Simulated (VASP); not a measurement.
# FeBr4 (I-43m) in VASP: further runs

Runs on FeBr4. Level: PBE. Tasks: single point, relaxation of cell and atoms.

All numbers are computed with VASP 6.6.1; they aren't measurements. Logs are shortened: lines on timing, memory, paths and dates and some standing lists are left out, and cuts for length are marked.

## (1) The cell of the first run

It takes space group I-43m (No. 217, cubic). The conventional cell has a = 7.274 Å, b = 7.274 Å, c = 7.274 Å, α = 90.00°, β = 90.00°, γ = 90.00°. Within 3.0 Å of Fe (site symmetry -43m) lie 4 Br at 2.28 Å. Within 3.0 Å of Br (site symmetry 3m) lie 1 Fe at 2.28 Å.

## (2) Single point, PBE, collinear spin, ferromagnetic start

File INCAR:

```
SYSTEM = FeBr4
PREC = Accurate
ENCUT = 520
EDIFF = 1E-7
ISMEAR = 0
SIGMA = 0.15
LREAL = .FALSE.
LASPH = .TRUE.
NELM = 150
ALGO = Normal
ISIF = 2
LWAVE = .FALSE.
LCHARG = .FALSE.
ISPIN = 2
MAGMOM = 4 0 0 0 0
LORBIT = 11
LMAXMIX = 4
GGA = PE
NBANDS = 30
```

File KPOINTS:

```
Automatic mesh
0
G
  3 3 3
  0 0 0
```

File POSCAR:

```
FeBr4
1.0
   -3.6368435174      3.6368435174      3.6368435174
    3.6368435174     -3.6368435174      3.6368435174
    3.6368435174      3.6368435174     -3.6368435174
Fe Br
1 4
Direct
    0.0000000000      0.0000000000      0.0000000000
    0.6377847849      0.0000000000      0.0000000000
    0.0000000000      0.0000000000      0.6377847849
    0.0000000000      0.6377847849      0.0000000000
    0.3622152151      0.3622152151      0.3622152151
```

Potentials or basis: VASP PAW PBE potentials, release 64 (Fe, Br).

Started as:

```bash
cat potpaw_PBE.64/Fe/POTCAR potpaw_PBE.64/Br/POTCAR > POTCAR
mpirun -np 1 vasp_std > vasp.out
```

OUTCAR:

```text
SYSTEM = FeBr4
   PREC = Accurate
   ENCUT = 520
   EDIFF = 1E-7
   ISMEAR = 0
   LREAL = .FALSE.
   LASPH = .TRUE.
   NELM = 150
   ISIF = 2
   ISPIN = 2
   LORBIT = 11
   GGA = PE

 ion  position               nearest neighbor table
   1  0.000  0.000  0.000-   2 2.28   3 2.28   4 2.28   5 2.28
   2  0.638  0.000  0.000-   1 2.28
   3  0.000  0.000  0.638-   1 2.28
   4  0.000  0.638  0.000-   1 2.28
   5  0.362  0.362  0.362-   1 2.28

  LATTYP: Found a body centered cubic cell.
 ALAT       =     7.2736870348

  Lattice vectors:

 A1 = (  -3.6368435174,   3.6368435174,   3.6368435174)
 A2 = (   3.6368435174,  -3.6368435174,   3.6368435174)
 A3 = (   3.6368435174,   3.6368435174,  -3.6368435174)

Analysis of symmetry for initial positions (statically):
=====================================================================
 Subroutine PRICEL returns:
 Original cell was already a primitive cell.

 Routine SETGRP: Setting up the symmetry group for a
 body centered cubic supercell.

 Subroutine GETGRP returns: Found 24 space group operations
 (whereof 24 operations were pure point group operations)
 out of a pool of 48 trial point group operations.

The static configuration has the point symmetry T_d .

Analysis of symmetry for dynamics (positions and initial velocities):
=====================================================================
 Subroutine PRICEL returns:
 Original cell was already a primitive cell.

 Routine SETGRP: Setting up the symmetry group for a
 body centered cubic supercell.

 Subroutine GETGRP returns: Found 24 space group operations
 (whereof 24 operations were pure point group operations)
 out of a pool of 48 trial point group operations.

The dynamic configuration has the point symmetry T_d .

Analysis of structural, dynamic, and magnetic symmetry:
=====================================================================
 Subroutine PRICEL returns:
 Original cell was already a primitive cell.

 Routine SETGRP: Setting up the symmetry group for a
 body centered cubic supercell.

 Subroutine GETGRP returns: Found 24 space group operations
 (whereof 24 operations were pure point group operations)
 out of a pool of 48 trial point group operations.

The overall configuration has the point symmetry T_d .

 Subroutine INISYM returns: Found 24 space group operations
 (whereof 24 operations are pure point group operations),
 and found     1 'primitive' translations

----------------------------------------------------------------------------------------

                                     Primitive cell

  volume of cell :     192.4127

  direct lattice vectors                    reciprocal lattice vectors
    -3.636843517  3.636843517  3.636843517     0.000000000  0.137481857  0.137481857
     3.636843517 -3.636843517  3.636843517     0.137481857  0.000000000  0.137481857
     3.636843517  3.636843517 -3.636843517     0.137481857  0.137481857  0.000000000

  length of vectors
     6.299197751  6.299197751  6.299197751     0.194428707  0.194428707  0.194428707

  position of ions in fractional coordinates (direct lattice)
     0.000000000  0.000000000  0.000000000
     0.637784785  0.000000000  0.000000000
     0.000000000  0.000000000  0.637784785
     0.000000000  0.637784785  0.000000000
     0.362215215  0.362215215  0.362215215

  ion indices of the primitive-cell ions
   primitive index   ion index
                 1           1
                 2           2
                 3           3
                 4           4
                 5           5

----------------------------------------------------------------------------------------

 KPOINTS: Automatic mesh

Automatic generation of k-mesh.
 Grid dimensions read from file:
 generate k-points for:    3    3    3

 Generating k-lattice:

  Cartesian coordinates                     Fractional coordinates (reciprocal lattice)
     0.000000000  0.045827286  0.045827286     0.333333333  0.000000000  0.000000000
     0.045827286  0.000000000  0.045827286     0.000000000  0.333333333  0.000000000
     0.045827286  0.045827286  0.000000000     0.000000000  0.000000000  0.333333333

  Length of vectors
     0.064809569  0.064809569  0.064809569

  Shift w.r.t. Gamma in fractional coordinates (k-lattice)
     0.000000000  0.000000000  0.000000000

 Subroutine IBZKPT returns following result:
 ===========================================

 Found      4 irreducible k-points:

 Following reciprocal coordinates:
            Coordinates               Weight
  0.000000  0.000000  0.000000      1.000000
  0.333333  0.000000  0.000000     12.000000
  0.333333  0.333333  0.000000      8.000000
 -0.333333  0.333333  0.333333      6.000000
   k-points           NKPTS =      4   k-points in BZ     NKDIM =      4   number of bands    NBANDS=     30
   number of dos      NEDOS =    301   number of ions     NIONS =      5
   total plane-waves  NPLWV = 110592
   dimension x,y,z NGX =    48 NGY =   48 NGZ =   48
   dimension x,y,z NGXF=    96 NGYF=   96 NGZF=   96
   ions per type =               1   4
   NGX,Y,Z   is equivalent  to a cutoff of  12.67, 12.67, 12.67 a.u.
   NGXF,Y,Z  is equivalent  to a cutoff of  25.34, 25.34, 25.34 a.u.
 SYSTEM =  FeBr4
   PREC   = accura    normal or accurate (medium, high low for compatibility)
   ISTART =      0    job   : 0-new  1-cont  2-samecut
   ICHARG =      2    charge: 1-file 2-atom 10-const
   ISPIN  =      2    spin polarized calculation?
   LNONCOLLINEAR =      F non collinear calculations
   LSORBIT =      F    spin-orbit coupling
   LASPH  =      T    aspherical Exc in radial PAW
   ENCUT  =  520.0 eV  38.22 Ry    6.18 a.u.  11.71 11.71 11.71*2*pi/ulx,y,z
   NELM   =    150;   NELMIN=  2; NELMDL= -5     # of ELM steps
   EDIFF  = 0.1E-06   stopping-criterion for ELM
   LREAL  =      F    real-space projection
   EDIFFG = 0.1E-05   stopping-criterion for IOM
   NSW    =      0    number of steps for IOM
   IBRION =     -1    ionic relax: 0-MD 1-quasi-New 2-CG
   NFREE  =      0    steps in history (QN), initial steepest desc. (CG)
   ISIF   =      2    stress and relaxation
   ISYM   =      2    0-nonsym 1-usesym 2-fastsym
   POTIM  = 0.5000    time-step for ionic-motion
   TEBEG  =    0.0;   TEEND  =   0.0 temperature during run
   PSTRESS=    0.0 pullay stress
   NELECT =      36.0000    total number of electrons
   NUPDOWN=      -1.0000    fix difference up-down
   EMIN   =  10.00;   EMAX   =-10.00  energy-range for DOS
   EFERMI =   0.00;   METHOD = LEGACY
   ISMEAR =     0;   SIGMA  =   0.15  broadening in eV -4-tet -1-fermi 0-gaus
   EFERMI_NEDOS =   21; number of points for ismear=-14 and -15
   IALGO  =     38    algorithm
   IMIX   =      4    mixing-type and parameters
     AMIX     =   0.40;   BMIX     =  1.00
     AMIX_MAG =   1.60;   BMIX_MAG =  1.00
  volume/ion in A,a.u.               =      38.48       259.69
  Fermi-wavevector in a.u.,A,eV,Ry     =   0.936335  1.769416 11.928532  0.876722
  Thomas-Fermi vector in A             =   2.063333
   LORBIT       =     11    0 simple, 1 ext, 2 COOP (PROOUT), +10 PAW based schemes
   GGA     = PE    functional components
   LHFCALC =     F    Hartree Fock is set to
   AEXX    =    0.0000 exact exchange contribution
   IVDW    =     0    specifies the selected vdW correction
   LEPSILON=     F    determine dielectric tensor
   LRPA    =     F    only Hartree local field effects (RPA)
 spin polarized calculation
 Gauss-broadening in eV      SIGMA  =   0.15
  energy-cutoff  :      520.00
  volume of cell :      192.41
 maximum number of plane-waves:      5233
   NGX = 23   NGY = 23   NGZ = 23

 number of electron      35.9999992 magnetization       4.0000721

 Free energy of the ion-electron system (eV)
  ---------------------------------------------------
  ext. energy  EPLUGINS =         0.00000000
  ---------------------------------------------------
  free energy    TOTEN  =       -16.38554101 eV

  energy without entropy =      -16.31964331  energy(sigma->0) =      -16.35259216

 E-fermi :  -1.5832     XC(G=0):  -7.0568

 val. band max:       -1.6263179232   @ k =   0.3333   0.3333   0.0000
 cond. band min:      -1.5380984093   @ k =   0.3333   0.0000   0.0000
 fundamental gap:      0.0882195139
 Fermi energy:        -1.5832486360

 spin component 1

 k-point     1 :       0.0000    0.0000    0.0000
  band No.  band energies     occupation
      1     -15.7978      1.00000
      2     -15.2421      1.00000
      3     -15.2421      1.00000
      4     -15.2421      1.00000
      5      -5.3500      1.00000
      6      -5.3500      1.00000
[... 121 lines left out ...]
     29       7.9922      0.00000
     30       7.9922      0.00000
 Fermi energy:        -1.5832486360

 spin component 2

 k-point     1 :       0.0000    0.0000    0.0000
  band No.  band energies     occupation
      1     -15.6507      1.00000
      2     -15.0922      1.00000
      3     -15.0922      1.00000
      4     -15.0922      1.00000
      5      -4.7868      1.00000
      6      -4.4405      1.00000
[... 121 lines left out ...]
     29       8.1574      0.00000
     30       8.1574      0.00000

------------------------ aborting loop because EDIFF is reached ----------------------------------------

  FORCE on cell =-STRESS in cart. coord.  units (eV):
  Direction    XX          YY          ZZ          XY          YZ          ZX
  --------------------------------------------------------------------------------------
  -------------------------------------------------------------------------------------
  Total        0.5944149      0.5944149      0.5944149     -0.0000000     -0.0000000     -0.0000000
  in kB        4.9495584      4.9495584      4.9495584     -0.0000000     -0.0000000     -0.0000000
  external PRESSURE =       4.9495584 kB  Pullay stress =       0.0000000 kB

 VOLUME and BASIS-vectors are now :
 -----------------------------------------------------------------------------
  energy-cutoff  :      520.00
  volume of cell :      192.41
      direct lattice vectors                 reciprocal lattice vectors
    -3.636843517  3.636843517  3.636843517     0.000000000  0.137481857  0.137481857
     3.636843517 -3.636843517  3.636843517     0.137481857  0.000000000  0.137481857
     3.636843517  3.636843517 -3.636843517     0.137481857  0.137481857  0.000000000

 POSITION                                       TOTAL-FORCE (eV/Angst)
 -----------------------------------------------------------------------------------
      0.00000      0.00000      0.00000        -0.000000     -0.000000     -0.000000
     -2.31952      2.31952      2.31952        -0.017811      0.017811      0.017811
      2.31952      2.31952     -2.31952         0.017811      0.017811     -0.017811
      2.31952     -2.31952      2.31952         0.017811     -0.017811      0.017811
      1.31732      1.31732      1.31732        -0.017811     -0.017811     -0.017811
 -----------------------------------------------------------------------------------
    total drift:                                0.000001      0.000001     -0.000001

  FREE ENERGIE OF THE ION-ELECTRON SYSTEM (eV)
  ---------------------------------------------------
  free  energy   TOTEN  =       -16.3855410099 eV

  energy  without entropy=      -16.3196433150  energy(sigma->0) =      -16.35259216

 total charge

# of ion       s       p       d       tot
------------------------------------------
    1        0.428   0.500   6.038   6.966
    2        1.622   3.177   0.020   4.819
    3        1.622   3.177   0.020   4.819
    4        1.622   3.177   0.020   4.819
    5        1.622   3.177   0.020   4.819
--------------------------------------------------
tot          6.916  13.207   6.118  26.241

 magnetization (x)

# of ion       s       p       d       tot
------------------------------------------
    1        0.017   0.052   3.083   3.152
    2        0.006   0.114   0.002   0.122
    3        0.006   0.114   0.002   0.122
    4        0.006   0.114   0.002   0.122
    5        0.006   0.114   0.002   0.122
--------------------------------------------------
tot          0.040   0.507   3.093   3.640
```

It took 66 s on 1 thread of Intel Xeon Platinum 8488C (Sapphire Rapids), shared host; peak memory 0.41 GiB.

Results:

```
Free energy                                           : -16.3855 eV
Pressure                                              : 0.5 GPa
Largest force                                         : 0.031 eV/Å
Band gap on the k mesh                                : zero (filled and empty bands overlap)
Net moment                                            : 4.00 μB per cell
Site moments                                          : Fe +3.15; Br +0.12 μB
Valence electrons inside the program's atomic spheres : Fe 6.97; Br 4.82
```

Forces in eV/Å, atoms in the order of the input:
```
Fe   0.000  0.000  0.000
Br  -0.018  0.018  0.018
Br   0.018  0.018 -0.018
Br   0.018 -0.018  0.018
Br  -0.018 -0.018 -0.018
```

Levels at points of the mesh, in eV from the Fermi level:
Spin up:
| k point | band 17 | band 18 | band 19 | band 20 | band 21 | band 22 | band 23 | band 24 |
| --- | --- | --- | --- | --- | --- | --- | --- | --- |
| (0.00, 0.00, 0.00) | -0.35 | -0.35 | 0.17 | 0.17 | 0.17 | 5.03 | 7.77 | 7.82 |
Spin down:
```tsv
k point	band 14	band 15	band 16	band 17	band 18	band 19
(0.00, 0.00, 0.00)	-1.32	-1.32	-1.32	1.24	1.24	1.52
```

Caveat: the k points lie up to 0.41 Å⁻¹ apart; semilocal functionals often make such compounds metallic where correlation or magnetic order opens a gap, which also shifts bond lengths.

## (3) Relaxation of cell and atoms, PBE, collinear spin, ferromagnetic start

This run uses another cell than the first one, of 28.36 Å³/atom.

File INCAR:

```
SYSTEM = FeBr4
PREC     = Accurate       ! precision mode
ENCUT    = 600            ! plane-wave cutoff, eV
EDIFF    = 1E-6           ! SCF threshold, eV
ISMEAR   = 0              ! smearing method
SIGMA    = 0.15           ! smearing width, eV
LREAL    = .False.        ! projectors in reciprocal space
LASPH    = .True.         ! aspherical terms in the spheres
NELM     = 150            ! most SCF steps
ALGO     = Normal         ! electronic algorithm
ISIF     = 3              ! what is computed and relaxed
LWAVE    = .False.        ! write WAVECAR
LCHARG   = .False.        ! write CHGCAR
ISPIN    = 2              ! spin polarisation
MAGMOM   = 4 0 0 0 0      ! initial moments
LORBIT   = 11             ! projections on sites
LMAXMIX  = 4              ! l up to which the mixer works
GGA      = PE             ! functional
IBRION   = 2              ! ionic algorithm
NSW      = 36             ! ionic steps
EDIFFG   = -0.08          ! ionic threshold
```

File KPOINTS:

```
regular mesh
0
Gamma
  3 3 3
  0 0 0
```

File POSCAR:

```
FeBr4
1.0
   -3.2850000000      3.2850000000      3.2850000000
    3.2850000000     -3.2850000000      3.2850000000
    3.2850000000      3.2850000000     -3.2850000000
Fe Br
1 4
Direct
    0.0000000000      0.0000000000      0.0000000000
    0.5980000000      0.0000000000      0.0000000000
    0.0000000000      0.0000000000      0.5980000000
    0.0000000000      0.5980000000      0.0000000000
    0.4020000000      0.4020000000      0.4020000000
```

Potentials or basis: VASP PAW PBE potentials, release 64 (Fe, Br).

Started as:

```bash
cat potpaw_PBE.64/Fe/POTCAR potpaw_PBE.64/Br/POTCAR > POTCAR
mpirun -np 1 vasp_std > vasp.out
```

Run time: 7.9 min. Hardware: 1 thread of Intel Xeon Platinum 8488C (Sapphire Rapids), shared host; peak memory 0.4 GiB.

Results (log left out):

```
Free energy                                           : -16.4279 eV
Relaxed volume                                        : 43.47 Å³/atom
Relaxed cell                                          : a = 6.560 Å, b = 6.560 Å, c = 6.560 Å, α = 109.47°, β = 109.47°, γ = 109.47°
Space group after relaxing (to 0.1 Å)                 : I-43m (No. 217)
Energy gained by relaxing                             : 143.6 meV/atom
Ionic steps                                           : 11
Pressure after relaxing                               : 0.0 GPa
Largest force after relaxing                          : 0.023 eV/Å
Band gap on the k mesh                                : zero (filled and empty bands overlap)
Net moment                                            : 4.00 μB per cell
Site moments                                          : Fe +3.13; Br +0.13 μB
Valence electrons inside the program's atomic spheres : Fe 6.96; Br 4.82
```

Forces on the atoms (eV/Å):
```
Fe   0.000  0.000  0.000
Br  -0.013  0.013  0.013
Br   0.013  0.013 -0.013
Br   0.013 -0.013  0.013
Br  -0.013 -0.013 -0.013
```

Step by step:
```csv
step,energy change (eV),largest force (eV/Å),pressure (GPa),volume (Å³)
1,0.0000,0.1194,4.56,141.80
2,-0.2419,0.7094,0.10,159.02
3,-0.2436,0.7444,-0.06,160.32
4,-0.3483,0.6434,0.04,163.95
5,-0.5726,0.1750,0.80,175.16
6,-0.2707,1.9241,4.76,199.08
7,-0.6057,0.2505,1.67,180.41
8,-0.6646,0.0875,0.81,190.34
9,-0.7059,0.1910,-0.28,210.32
10,-0.7139,0.1076,-0.12,213.90
11,-0.7181,0.0229,0.03,217.36
```

Final structure:
```
Fe Br
1.0
    -3.78769    3.78769    3.78769
     3.78769   -3.78769    3.78769
     3.78769    3.78769   -3.78769
Fe Br
1 4
Cartesian
  0.0000 0.0000 0.0000
  -2.4700 2.4700 2.4700
  2.4700 2.4700 -2.4700
  2.4700 -2.4700 2.4700
  1.3177 1.3177 1.3177
```

Levels at points of the mesh, in eV from the Fermi level:
Spin up:
| k point | band 17 | band 18 | band 19 | band 20 | band 21 | band 22 | band 23 | band 24 |
| --- | --- | --- | --- | --- | --- | --- | --- | --- |
| (0.00, 0.00, 0.00) | -0.48 | -0.48 | 0.13 | 0.13 | 0.13 | 4.96 | 7.91 | 8.00 |
Spin down:
```
           k point  band 14  band 15  band 16  band 17  band 18  band 19
(0.00, 0.00, 0.00)    -1.09    -1.09    -1.09     1.18     1.18     1.53
```

Caveat: the k points lie up to 0.39 Å⁻¹ apart in the final cell; the volume moved by over 15 % at a fixed basis, so the end points are rough; semilocal functionals often make such compounds metallic where correlation or magnetic order opens a gap, which also shifts bond lengths.

The gap in the log of VASP goes by the Fermi energy; the results here count the filled bands.